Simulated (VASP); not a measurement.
# Os (Fm-3m) in VASP: a series of runs

Runs on Os. Level: PBE. Tasks: single point, relaxation of cell and atoms.

Program: VASP 6.6.1. These are calculated values, not measurements. Logs are shortened: lines on timing, memory, paths and dates and some standing lists are left out, and cuts for length are marked.

## (1) The cell of the first run

The structure is cubic, space group Fm-3m (No. 225). The conventional cell has a = 3.856 Å, b = 3.856 Å, c = 3.856 Å, α = 90.00°, β = 90.00°, γ = 90.00°. Os (site symmetry m-3m) has 12 Os at 2.73 Å within 3.6 Å.

This isn't the form of Os at room conditions, which is hcp.

## (2) Single point, PBE

Contents of INCAR:

```
SYSTEM = Os
PREC = Accurate
ENCUT = 600
EDIFF = 1E-6
ISMEAR = -1
SIGMA = 0.05
LREAL = .False.
LASPH = .True.
NELM = 120
ALGO = Normal
ISIF = 2
LWAVE = .False.
LCHARG = .False.
GGA = PE
NBANDS = 10
GGA_COMPAT = .False.
```

Contents of KPOINTS:

```
regular mesh
0
Gamma
  18 18 18
  0 0 0
```

Contents of POSCAR:

```
Os
1.0
    0.0000000000      1.9279312762      1.9279312762
    1.9279312762      0.0000000000      1.9279312762
    1.9279312762      1.9279312762      0.0000000000
Os
1
Direct
    0.0000000000      0.0000000000      0.0000000000
```

Potentials or basis: VASP PAW PBE potentials, release 64 (Os).

On the command line:

```bash
$ cat potpaw_PBE.64/Os/POTCAR > POTCAR
$ mpirun -np 1 vasp_std > vasp.out
```

OUTCAR:

```text
SYSTEM = Os
   PREC = Accurate
   ENCUT = 600
   EDIFF = 1E-6
   ISMEAR = -1
   LREAL = .False.
   LASPH = .True.
   NELM = 120
   ISIF = 2
   GGA = PE

 ion  position               nearest neighbor table
   1  0.000  0.000  0.000-

  LATTYP: Found a face centered cubic cell.
 ALAT       =     3.8558625524

  Lattice vectors:

 A1 = (   0.0000000000,   1.9279312762,   1.9279312762)
 A2 = (   1.9279312762,   0.0000000000,   1.9279312762)
 A3 = (   1.9279312762,   1.9279312762,   0.0000000000)

Analysis of symmetry for initial positions (statically):
=====================================================================
 Subroutine PRICEL returns:
 Original cell was already a primitive cell.

 Routine SETGRP: Setting up the symmetry group for a
 face centered cubic supercell.

 Subroutine GETGRP returns: Found 48 space group operations
 (whereof 48 operations were pure point group operations)
 out of a pool of 48 trial point group operations.

The static configuration has the point symmetry O_h .

Analysis of symmetry for dynamics (positions and initial velocities):
=====================================================================
 Subroutine PRICEL returns:
 Original cell was already a primitive cell.

 Routine SETGRP: Setting up the symmetry group for a
 face centered cubic supercell.

 Subroutine GETGRP returns: Found 48 space group operations
 (whereof 48 operations were pure point group operations)
 out of a pool of 48 trial point group operations.

The dynamic configuration has the point symmetry O_h .

 Subroutine INISYM returns: Found 48 space group operations
 (whereof 48 operations are pure point group operations),
 and found     1 'primitive' translations

----------------------------------------------------------------------------------------

                                     Primitive cell

  volume of cell :      14.3319

  direct lattice vectors                    reciprocal lattice vectors
     0.000000000  1.927931276  1.927931276    -0.259345344  0.259345344  0.259345344
     1.927931276  0.000000000  1.927931276     0.259345344 -0.259345344  0.259345344
     1.927931276  1.927931276  0.000000000     0.259345344  0.259345344 -0.259345344

  length of vectors
     2.726506558  2.726506558  2.726506558     0.449199312  0.449199312  0.449199312

  position of ions in fractional coordinates (direct lattice)
     0.000000000  0.000000000  0.000000000

  ion indices of the primitive-cell ions
   primitive index   ion index
                 1           1

----------------------------------------------------------------------------------------

 KPOINTS: regular mesh

Automatic generation of k-mesh.
 Grid dimensions read from file:
 generate k-points for:   18   18   18

 Generating k-lattice:

  Cartesian coordinates                     Fractional coordinates (reciprocal lattice)
    -0.014408075  0.014408075  0.014408075     0.055555556  0.000000000  0.000000000
     0.014408075 -0.014408075  0.014408075     0.000000000  0.055555556  0.000000000
     0.014408075  0.014408075 -0.014408075     0.000000000  0.000000000  0.055555556

  Length of vectors
     0.024955517  0.024955517  0.024955517

  Shift w.r.t. Gamma in fractional coordinates (k-lattice)
     0.000000000  0.000000000  0.000000000

 Subroutine IBZKPT returns following result:
 ===========================================

 Found    195 irreducible k-points:

 Following reciprocal coordinates:
            Coordinates               Weight
  0.000000  0.000000  0.000000      1.000000
  0.055556  0.000000  0.000000      8.000000
  0.111111  0.000000  0.000000      8.000000
  0.166667  0.000000  0.000000      8.000000
  0.222222  0.000000  0.000000      8.000000
  0.277778  0.000000  0.000000      8.000000
[... 16 lines left out ...]
 -0.277778  0.055556  0.000000     24.000000
 -0.222222  0.055556  0.000000     24.000000
 [... further k-points ...]
   k-points           NKPTS =    195   k-points in BZ     NKDIM =    195   number of bands    NBANDS=     10
   number of dos      NEDOS =    301   number of ions     NIONS =      1
   total plane-waves  NPLWV =  13824
   dimension x,y,z NGX =    24 NGY =   24 NGZ =   24
   dimension x,y,z NGXF=    48 NGYF=   48 NGZF=   48
   ions per type =               1
   NGX,Y,Z   is equivalent  to a cutoff of  14.63, 14.63, 14.63 a.u.
   NGXF,Y,Z  is equivalent  to a cutoff of  29.27, 29.27, 29.27 a.u.
 SYSTEM =  Os
   PREC   = accura    normal or accurate (medium, high low for compatibility)
   ISTART =      0    job   : 0-new  1-cont  2-samecut
   ICHARG =      2    charge: 1-file 2-atom 10-const
   ISPIN  =      1    spin polarized calculation?
   LNONCOLLINEAR =      F non collinear calculations
   LSORBIT =      F    spin-orbit coupling
   LASPH  =      T    aspherical Exc in radial PAW
   ENCUT  =  600.0 eV  44.10 Ry    6.64 a.u.   5.45  5.45  5.45*2*pi/ulx,y,z
   NELM   =    120;   NELMIN=  2; NELMDL= -5     # of ELM steps
   EDIFF  = 0.1E-05   stopping-criterion for ELM
   LREAL  =      F    real-space projection
[... 7 lines left out ...]
   TEBEG  =    0.0;   TEEND  =   0.0 temperature during run
   PSTRESS=    0.0 pullay stress
   NELECT =       8.0000    total number of electrons
   NUPDOWN=      -1.0000    fix difference up-down
   EMIN   =  10.00;   EMAX   =-10.00  energy-range for DOS
   EFERMI =   0.00;   METHOD = LEGACY
   ISMEAR =    -1;   SIGMA  =   0.05  broadening in eV -4-tet -1-fermi 0-gaus
   EFERMI_NEDOS =   21; number of points for ismear=-14 and -15
   IALGO  =     38    algorithm
   IMIX   =      4    mixing-type and parameters
     AMIX     =   0.40;   BMIX     =  1.00
     AMIX_MAG =   1.60;   BMIX_MAG =  1.00
  volume/ion in A,a.u.               =      14.33        96.72
  Fermi-wavevector in a.u.,A,eV,Ry     =   1.347938  2.547234 24.720930  1.816937
  Thomas-Fermi vector in A             =   2.475648
   LORBIT       =      0    0 simple, 1 ext, 2 COOP (PROOUT), +10 PAW based schemes
   GGA     = PE    functional components
   LHFCALC =     F    Hartree Fock is set to
   AEXX    =    0.0000 exact exchange contribution
   IVDW    =     0    specifies the selected vdW correction
   LEPSILON=     F    determine dielectric tensor
   LRPA    =     F    only Hartree local field effects (RPA)
 non-spin polarized calculation
  energy-cutoff  :      600.00
  volume of cell :       14.33
 maximum number of plane-waves:       531
 NGX is ok and might be reduce to    24
   NGX = 11   NGY = 11   NGZ = 11

 number of electron       8.0000000 magnetization

 Free energy of the ion-electron system (eV)
  ---------------------------------------------------
  ext. energy  EPLUGINS =         0.00000000
  ---------------------------------------------------
  free energy    TOTEN  =       -11.11747536 eV

  energy without entropy =      -11.11081790  energy(sigma->0) =      -11.11414663

 E-fermi :   8.9556     XC(G=0): -13.9161

 val. band max:        8.9154317870   @ k =  -0.3889   0.3333   0.0000
 cond. band min:       8.9581785297   @ k =  -0.2222   0.2778   0.0556
 fundamental gap:      0.0427467427
 Fermi energy:         8.9555869865

 k-point     1 :       0.0000    0.0000    0.0000
  band No.  band energies     occupation
      1      -1.6218      2.00000
      2       6.0911      2.00000
      3       6.0911      2.00000
      4       6.0911      2.00000
      5       9.0310      0.36251
      6       9.0310      0.36251
      7      23.2536      0.00000
      8      28.9296      0.00000
      9      28.9296      0.00000
     10      28.9296      0.00000

 k-point     2 :       0.0556    0.0000    0.0000
  band No.  band energies     occupation
      1      -1.4805      2.00000
      2       6.0053      2.00000
      3       6.1556      2.00000
      4       6.1556      2.00000
      5       8.9844      0.71975
      6       8.9844      0.71975
      7      23.5164      0.00000
      8      28.1777      0.00000
      9      29.1786      0.00000
     10      29.1786      0.00000

 k-point     3 :       0.1111    0.0000    0.0000
  band No.  band energies     occupation
      1      -1.0717      2.00000
      2       5.7846      2.00000
      3       6.3241      2.00000
      4       6.3241      2.00000
      5       8.8816      1.62936
      6       8.8816      1.62936
      7      24.2365      0.00000
      8      26.7645      0.00000
      9      29.9041      0.00000
     10      29.9041      0.00000

 k-point     4 :       0.1667    0.0000    0.0000
  band No.  band energies     occupation
      1      -0.4468      2.00000
      2       5.5300      2.00000
      3       6.5114      2.00000
      4       6.5114      2.00000
      5       8.8363      1.83142
      6       8.8363      1.83142
      7      24.8646      0.00000
      8      25.6897      0.00000
      9      31.0459      0.00000
     10      31.0459      0.00000
[... 222 lines left out ...]
 k-point    22 :      -0.3333    0.0556    0.0000
  band No.  band energies     occupation
      1       1.5416      2.00000
      2       6.1530      2.00000
      3       6.3073      2.00000
      4       6.3739      2.00000
      5       9.9139      0.00000
      6      10.8928      0.00000
      7      20.6525      0.00000
      8      24.6138      0.00000
      9      30.3722      0.00000
     10      32.4435      0.00000

 k-point    23 :      -0.2778    0.0556    0.0000
  band No.  band energies     occupation
      1       1.2373      2.00000
      2       5.5940      2.00000
      3       6.3811      2.00000
      4       6.5121      2.00000
      5       9.2171      0.01065
      6      10.2273      0.00000
      7      22.1192      0.00000
      8      25.8865      0.00000
      9      31.5296      0.00000
     10      33.0366      0.00000

 k-point    24 :      -0.2222    0.0556    0.0000
  band No.  band energies     occupation
      1       0.6452      2.00000
      2       5.2874      2.00000
      3       6.5555      2.00000
      4       6.6673      2.00000
      5       8.6787      1.99216
      6       9.6349      0.00000
      7      23.4600      0.00000
      8      26.5381      0.00000
      9      31.5742      0.00000
     10      32.7442      0.00000

 [... further k-points ...]

------------------------ aborting loop because EDIFF is reached ----------------------------------------

  FORCE on cell =-STRESS in cart. coord.  units (eV):
  Direction    XX          YY          ZZ          XY          YZ          ZX
  --------------------------------------------------------------------------------------
  -------------------------------------------------------------------------------------
  Total        0.0021012      0.0021012      0.0021012     -0.0000000      0.0000000      0.0000000
  in kB        0.2348961      0.2348961      0.2348961     -0.0000000      0.0000000      0.0000000
  external PRESSURE =       0.2348961 kB  Pullay stress =       0.0000000 kB

 VOLUME and BASIS-vectors are now :
 -----------------------------------------------------------------------------
  energy-cutoff  :      600.00
  volume of cell :       14.33
      direct lattice vectors                 reciprocal lattice vectors
     0.000000000  1.927931276  1.927931276    -0.259345344  0.259345344  0.259345344
     1.927931276  0.000000000  1.927931276     0.259345344 -0.259345344  0.259345344
     1.927931276  1.927931276  0.000000000     0.259345344  0.259345344 -0.259345344

 POSITION                                       TOTAL-FORCE (eV/Angst)
 -----------------------------------------------------------------------------------
      0.00000      0.00000      0.00000         0.000000      0.000000      0.000000
 -----------------------------------------------------------------------------------
    total drift:                               -0.000000      0.000000     -0.000000

  FREE ENERGIE OF THE ION-ELECTRON SYSTEM (eV)
  ---------------------------------------------------
  free  energy   TOTEN  =       -11.1174753608 eV

  energy  without entropy=      -11.1108179042  energy(sigma->0) =      -11.11414663
```

Run time: 38 s. Hardware: 1 thread of Intel Xeon 8259CL, shared host; peak memory 0.18 GiB.

Results:

| Quantity | Value |
| --- | --- |
| Free energy | -11.1175 eV |
| Pressure | 0.0 GPa |
| Band gap on the k mesh | zero (bands 4 and 5 overlap by 3.68 eV) |

Caveat: spin-orbit coupling is left out, which moves the levels of the heavy elements.

## (3) Single point, PBE

This run uses another cell than the first one, of 15.69 Å³/atom.

Contents of INCAR:

```
ALGO = Normal
EDIFF = 1E-6
ENCUT = 600
GGA = PE
GGA_COMPAT = False
ISIF = 2
ISMEAR = -1
LASPH = True
LCHARG = True
LELF = True
LREAL = False
LVHAR = True
LWAVE = False
NBANDS = 10
NELM = 120
PREC = Accurate
SIGMA = 0.05
```

Contents of KPOINTS:

```
k-points
0
Gamma
  18 18 18
```

Contents of POSCAR:

```
Os
1.0
    0.0000000000      1.9871541560      1.9871541560
    1.9871541560      0.0000000000      1.9871541560
    1.9871541560      1.9871541560      0.0000000000
Os
1
Direct
    0.0000000000      0.0000000000      0.0000000000
```

Potentials or basis: VASP PAW PBE potentials, release 64 (Os).

On the command line:

```bash
$ cat potpaw_PBE.64/Os/POTCAR > POTCAR
$ mpirun -np 1 vasp_std > vasp.out
```

Run time: 35 s. Hardware: 1 thread of Intel Xeon 8259CL, shared host; peak memory 0.17 GiB.

It converged, with:

* Free energy: -10.9838 eV
* Pressure: -28.8 GPa
* Band gap on the k mesh: zero (bands 4 and 5 overlap by 3.31 eV)

Levels at points of the mesh, in eV from the Fermi level:
| k point | band 1 | band 2 | band 3 | band 4 | band 5 | band 6 | band 7 | band 8 |
| --- | --- | --- | --- | --- | --- | --- | --- | --- |
| (0.00, 0.00, 0.00) | -9.78 | -2.51 | -2.51 | -2.51 | 0.04 | 0.04 | 14.31 | 19.46 |
| (0.50, 0.00, 0.00) | -6.68 | -2.63 | -2.63 | -0.12 | 2.05 | 2.05 | 7.64 | 13.83 |
| (0.50, 0.50, 0.00) | -6.45 | -5.81 | 2.01 | 2.17 | 2.62 | 2.62 | 10.52 | 11.58 |

Caveat: the cell stands under tension; spin-orbit coupling is left out, which moves the levels of the heavy elements.

## (4) Relaxation of cell and atoms, PBE

Contents of INCAR:

```
PREC = Accurate ; ENCUT = 600
EDIFF = 1E-7 ; ISMEAR = -1
SIGMA = 0.05 ; LREAL = False
LASPH = True ; NELM = 120
ALGO = Normal ; ISIF = 3
LWAVE = False ; LCHARG = False
GGA = PE ; IBRION = 2
NSW = 45 ; EDIFFG = -0.005
GGA_COMPAT = False ; NELMIN = 4
```

Contents of KPOINTS:

```
regular mesh
0
Gamma
  18 18 18
```

Contents of POSCAR:

```
Os
1.0
    0.0000000000      1.9279312762      1.9279312762
    1.9279312762      0.0000000000      1.9279312762
    1.9279312762      1.9279312762      0.0000000000
Os
1
Direct
    0.0000000000      0.0000000000      0.0000000000
```

Potentials or basis: VASP PAW PBE potentials, release 64 (Os).

On the command line:

```bash
$ cat potpaw_PBE.64/Os/POTCAR > POTCAR
$ mpirun -np 1 vasp_std > vasp.out
```

OUTCAR:

```text
PREC = Accurate
   ENCUT = 600
   EDIFF = 1E-7
   ISMEAR = -1
   LREAL = False
   LASPH = True
   NELM = 120
   ISIF = 3
   GGA = PE
   IBRION = 2
   NSW = 45
   EDIFFG = -0.005
   NELMIN = 4

 ion  position               nearest neighbor table
   1  0.000  0.000  0.000-

  LATTYP: Found a face centered cubic cell.
 ALAT       =     3.8558625524

  Lattice vectors:

 A1 = (   0.0000000000,   1.9279312762,   1.9279312762)
 A2 = (   1.9279312762,   0.0000000000,   1.9279312762)
[... 445 lines left out ...]

 [... further k-points ...]

------------------------ aborting loop because EDIFF is reached ----------------------------------------

  FORCE on cell =-STRESS in cart. coord.  units (eV):
  Direction    XX          YY          ZZ          XY          YZ          ZX
  --------------------------------------------------------------------------------------
  -------------------------------------------------------------------------------------
  Total        0.0021113      0.0021113      0.0021113     -0.0000000      0.0000000      0.0000000
  in kB        0.2360270      0.2360270      0.2360270     -0.0000000      0.0000000      0.0000000
  external PRESSURE =       0.2360270 kB  Pullay stress =       0.0000000 kB

 VOLUME and BASIS-vectors are now :
 -----------------------------------------------------------------------------
  energy-cutoff  :      600.00
  volume of cell :       14.33
      direct lattice vectors                 reciprocal lattice vectors
     0.000000000  1.927931276  1.927931276    -0.259345344  0.259345344  0.259345344
     1.927931276  0.000000000  1.927931276     0.259345344 -0.259345344  0.259345344
     1.927931276  1.927931276  0.000000000     0.259345344  0.259345344 -0.259345344

 POSITION                                       TOTAL-FORCE (eV/Angst)
 -----------------------------------------------------------------------------------
      0.00000      0.00000      0.00000         0.000000     -0.000000     -0.000000
 -----------------------------------------------------------------------------------
    total drift:                                0.000000     -0.000000     -0.000000

  FREE ENERGIE OF THE ION-ELECTRON SYSTEM (eV)
  ---------------------------------------------------
  free  energy   TOTEN  =       -11.1174754028 eV

  energy  without entropy=      -11.1108178986  energy(sigma->0) =      -11.11414665

 reached required accuracy - stopping structural energy minimisation
```

OSZICAR:

```text
N       E                     dE             d eps       ncg     rms          rms(c)
DAV:   1     0.379044796424E+02    0.37904E+02   -0.46626E+03  3160   0.105E+03
DAV:   2    -0.108418735368E+02   -0.48746E+02   -0.47308E+02  3192   0.234E+02
DAV:   3    -0.118173110966E+02   -0.97544E+00   -0.97199E+00  4056   0.328E+01
DAV:   4    -0.118201502005E+02   -0.28391E-02   -0.28386E-02  4376   0.190E+00
DAV:   5    -0.118201524585E+02   -0.22579E-05   -0.22576E-05  4240   0.307E-02    0.156E+01
DAV:   6    -0.112754992233E+02    0.54465E+00   -0.73973E-01  3968   0.780E+00    0.698E+00
DAV:   7    -0.111216469412E+02    0.15385E+00   -0.49036E-01  4128   0.609E+00    0.386E-01
DAV:   8    -0.111188302004E+02    0.28167E-02   -0.11579E-03  3288   0.364E-01    0.257E-01
DAV:   9    -0.111174855146E+02    0.13447E-02   -0.88398E-04  3976   0.378E-01    0.271E-02
DAV:  10    -0.111174805216E+02    0.49930E-05   -0.34087E-06  4160   0.211E-02    0.318E-03
DAV:  11    -0.111174754901E+02    0.50315E-05   -0.85550E-07  3552   0.144E-02    0.781E-04
DAV:  12    -0.111174753832E+02    0.10693E-06   -0.55328E-09  2304   0.102E-03    0.105E-04
DAV:  13    -0.111174754028E+02   -0.19625E-07   -0.50165E-10  1792   0.307E-04
   1 F= -.11117475E+02 E0= -.11114147E+02  d E =-.111175E+02
```

CONTCAR:

```text
Os
   1.00000000000000
     0.0000000000000000    1.9279312762000000    1.9279312762000000
     1.9279312762000000    0.0000000000000000    1.9279312762000000
     1.9279312762000000    1.9279312762000000    0.0000000000000000
  Os
     1
Direct
     0.0000000000000000    0.0000000000000000    0.0000000000000000

  0.00000000E+00  0.00000000E+00  0.00000000E+00
```

Run time: 25 s. Hardware: 1 thread of Intel Xeon 8259CL, shared host; peak memory 0.17 GiB.

What came out:

| Property | Result |
| --- | --- |
| Free energy | -11.1175 eV |
| Pressure after relaxing | 0.0 GPa |
| Band gap on the k mesh | zero (bands 4 and 5 overlap by 3.68 eV) |

Final structure:
```
Os
1.0
     0.00000    1.92793    1.92793
     1.92793    0.00000    1.92793
     1.92793    1.92793    0.00000
Os
1
Cartesian
  0.0000 0.0000 0.0000
```

Caveat: the relaxation stopped at its first step, so nothing moved; spin-orbit coupling is left out, which moves the levels of the heavy elements.

## (5) The runs side by side

```tsv
task	cell	gap on the mesh (eV)	pressure (GPa)
single point	a = 2.727 Å, angles 60.0°, 1 atom	none	0.0
single point	a = 2.810 Å, angles 60.0°, 1 atom	none	-28.8
relaxation of cell and atoms	relaxed from a = 2.727 Å, angles 60.0°, 1 atom	none	0.0
```

Alike in all rows: level PBE; potentials or basis VASP PAW PBE potentials, release 64 (Os); no spin polarisation; k mesh 18 × 18 × 18; cutoff (eV) 600; smearing fermi-dirac 0.05 eV.

Caveats: spin-orbit coupling is left out, which moves the levels of the heavy elements; the cell stands under tension (at least some runs); the relaxation stopped at its first step, so nothing moved (at least some runs).

Absolute energies hang on the potentials; compare differences alone.
